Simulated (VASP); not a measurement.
# LiF (P6_3mc) in VASP: further runs, part 2 of 2

VASP 6.6.1.

## 3. Relaxation of cell and atoms, PBEsol

This run uses another cell than the first one, of 9.75 Å³/atom, 0.977 times its volume.

File INCAR:

```
SYSTEM = LiF
PREC     = Accurate       ! precision mode
ENCUT    = 600            ! plane-wave cutoff, eV
EDIFF    = 1E-7           ! SCF threshold, eV
ISMEAR   = 0              ! smearing method
SIGMA    = 0.02           ! smearing width, eV
LREAL    = .FALSE.        ! projectors in reciprocal space
LASPH    = .TRUE.         ! aspherical terms in the spheres
NELM     = 100            ! most SCF steps
ALGO     = Normal         ! electronic algorithm
ISIF     = 3              ! what is computed and relaxed
LWAVE    = .FALSE.        ! write WAVECAR
LCHARG   = .FALSE.        ! write CHGCAR
GGA      = PS             ! functional
IBRION   = 2              ! ionic algorithm
NSW      = 100            ! ionic steps
EDIFFG   = -0.005         ! ionic threshold
```

File KPOINTS:

```
regular mesh
0
G
  9 9 6
  0 0 0
```

File POSCAR:

```
LiF
1.0
    3.0214090000      0.0000000000      0.0000000000
   -1.5107050000      2.6166170000      0.0000000000
    0.0000000000      0.0000000000      4.9339410000
Li F
2 2
Direct
    0.0000000000      0.0000000000      0.0000000000
    0.3333333300      0.6666666700      0.5000000000
    0.0000000000      0.0000000000      0.3750000000
    0.3333333300      0.6666666700      0.8750000000
```

Potentials or basis: VASP PAW PBE potentials, release 64 (Li_sv, F).

The run is started by

```sh
$ cat potpaw_PBE.64/Li_sv/POTCAR potpaw_PBE.64/F/POTCAR > POTCAR
$ mpirun -np 1 vasp_std > vasp.out
```

OUTCAR:

```text
SYSTEM = LiF
   PREC = Accurate
   ENCUT = 600
   EDIFF = 1E-7
   ISMEAR = 0
   LREAL = .FALSE.
   LASPH = .TRUE.
   NELM = 100
   ISIF = 3
   GGA = PS
   IBRION = 2
   NSW = 100
   EDIFFG = -0.005

 ion  position               nearest neighbor table
   1  0.000  0.000  0.000-   4 1.85   4 1.85   4 1.85   3 1.85
   2  0.333  0.667  0.500-   3 1.85   3 1.85   3 1.85   4 1.85
   3  0.000  0.000  0.375-   2 1.85   2 1.85   2 1.85   1 1.85
   4  0.333  0.667  0.875-   1 1.85   1 1.85   1 1.85   2 1.85

  LATTYP: Found a hexagonal cell.
 ALAT       =     3.0214090000
 C/A-ratio  =     1.6329934147

  Lattice vectors:

 A1 = (   3.0214090000,   0.0000000000,   0.0000000000)
 A2 = (  -1.5107050000,   2.6166170000,   0.0000000000)
 A3 = (   0.0000000000,   0.0000000000,   4.9339410000)

Analysis of symmetry for initial positions (statically):
=====================================================================
 Subroutine PRICEL returns:
 Original cell was already a primitive cell.

 Routine SETGRP: Setting up the symmetry group for a
 hexagonal supercell.

 Subroutine GETGRP returns: Found 12 space group operations
 (whereof  6 operations were pure point group operations)
 out of a pool of 24 trial point group operations.

[... 472 lines left out ...]

 number of electron      19.9999973 magnetization

 Free energy of the ion-electron system (eV)
  ---------------------------------------------------
  ext. energy  EPLUGINS =         0.00000000
  ---------------------------------------------------
  free energy    TOTEN  =       -19.60902118 eV

  energy without entropy =      -19.60902118  energy(sigma->0) =      -19.60902118

 E-fermi :  -2.3673     XC(G=0):  -9.0233

 val. band max:       -2.5177366022   @ k =   0.0000   0.0000   0.0000
 cond. band min:       5.0762894376   @ k =   0.0000   0.0000   0.0000
 fundamental gap:      7.5940260399
 Fermi energy:        -2.3672518947

 k-point     1 :       0.0000    0.0000    0.0000
  band No.  band energies     occupation
      1     -42.3238      2.00000
      2     -42.2780      2.00000
      3     -21.8721      2.00000
      4     -21.6144      2.00000
      5      -4.7618      2.00000
      6      -3.0597      2.00000
      7      -3.0597      2.00000
      8      -2.7209      2.00000
      9      -2.7209      2.00000
     10      -2.5177      2.00000
     11       5.0763      0.00000
     12       9.4386      0.00000
     13      12.6510      0.00000
     14      15.7317      0.00000
[... 377 lines left out ...]
      1     -42.2748      2.00000
      2     -42.2748      2.00000
      3     -21.6546      2.00000
      4     -21.6546      2.00000
      5      -4.5809      2.00000
      6      -3.7798      2.00000
      7      -3.7798      2.00000
      8      -3.6301      2.00000
      9      -3.0901      2.00000
     10      -3.0901      2.00000
     11       9.3273      0.00000
     12      10.5197      0.00000
     13      11.3894      0.00000
     14      11.3894      0.00000

 [... further k-points ...]

------------------------ aborting loop because EDIFF is reached ----------------------------------------

  FORCE on cell =-STRESS in cart. coord.  units (eV):
  Direction    XX          YY          ZZ          XY          YZ          ZX
  --------------------------------------------------------------------------------------
  -------------------------------------------------------------------------------------
  Total        0.0016897      0.0016897     -0.0004484     -0.0000000      0.0000000      0.0000000
  in kB        0.0680399      0.0680399     -0.0180544     -0.0000000      0.0000000      0.0000000
  external PRESSURE =       0.0393418 kB  Pullay stress =       0.0000000 kB
[... 19 lines left out ...]
  FREE ENERGIE OF THE ION-ELECTRON SYSTEM (eV)
  ---------------------------------------------------
  free  energy   TOTEN  =       -19.6090211784 eV

  energy  without entropy=      -19.6090211784  energy(sigma->0) =      -19.60902118

 reached required accuracy - stopping structural energy minimisation
```

CONTCAR:

```text
LiF
   1.00000000000000
     3.0990987928996363   -0.0000000149526909   -0.0000000000000000
    -1.5495499222557789    2.6838983456779508    0.0000000000000000
    -0.0000000000000000    0.0000000000000000    4.7837119535876607
  Li              F
     2     2
Direct
     0.0000000000000000    0.0000000000000000    0.9916043728253581
     0.3333333300000021    0.6666666699999979    0.4916043728253581
     0.0000000000000000    0.0000000000000000    0.3833956271746419
     0.3333333300000021    0.6666666699999979    0.8833956271746419

  0.00000000E+00  0.00000000E+00  0.00000000E+00
  0.00000000E+00  0.00000000E+00  0.00000000E+00
  0.00000000E+00  0.00000000E+00  0.00000000E+00
  0.00000000E+00  0.00000000E+00  0.00000000E+00
```

Run time: 48 s. Hardware: 1 thread of Intel Xeon 6975P-C (Granite Rapids), shared host; peak memory 0.16 GiB.

Results:

* Free energy: -19.6090 eV
* Relaxed volume: 9.95 Å³/atom
* Relaxed cell: a = 3.099 Å, b = 3.099 Å, c = 4.784 Å, α = 90.00°, β = 90.00°, γ = 120.00°
* Space group after relaxing (to 0.05 Å): P6_3mc (No. 186)
* Energy gained by relaxing: 3.2 meV/atom
* Ionic steps: 9
* Pressure after relaxing: 0.0 GPa
* Band gap on the k mesh: 7.59 eV, direct

The path:
```tsv
step	energy change (eV)	largest force (eV/Å)	pressure (GPa)	volume (Å³)
1	0.0000	0.0484	1.32	39.01
2	-0.0042	0.0483	0.63	39.46
3	-0.0066	0.0469	-0.33	40.15
4	-0.0080	0.0406	-0.27	40.10
5	-0.0109	0.0253	-0.13	39.96
6	-0.0128	0.0065	0.17	39.67
7	-0.0129	0.0072	0.15	39.69
8	-0.0129	0.0059	-0.10	39.86
9	-0.0129	0.0008	0.00	39.79
```

Final structure:
```xyz
4
Lattice="3.0991 0.0000 0.0000 -1.5495 2.6839 0.0000 0.0000 0.0000 4.7837" Properties=species:S:1:pos:R:3 pbc="T T T"
Li    0.0000    0.0000    4.7435
Li    0.0000    1.7893    2.3517
F     0.0000    0.0000    1.8341
F     0.0000    1.7893    4.2259
```

Levels at points of the mesh, in eV from the valence-band top:
| k point | band 6 | band 7 | band 8 | band 9 | band 10 | band 11 | band 12 | band 13 | band 14 |
| --- | --- | --- | --- | --- | --- | --- | --- | --- | --- |
| (0.00, 0.00, 0.00) | -0.54 | -0.54 | -0.20 | -0.20 | 0.00 | 7.59 | 11.96 | 15.17 | 18.25 |
| (0.00, 0.00, 0.50) | -1.18 | -0.37 | -0.37 | -0.37 | -0.37 | 9.33 | 9.33 | 17.55 | 17.55 |

Caveat: the cutoff is under 1.25 times the usual one of these potentials, so pressure, stress and relaxed cells hold a basis-set (Pulay) error; the PAW data sets were made with another functional, which shifts forces and pressure a little. A k mesh can miss the band edges.
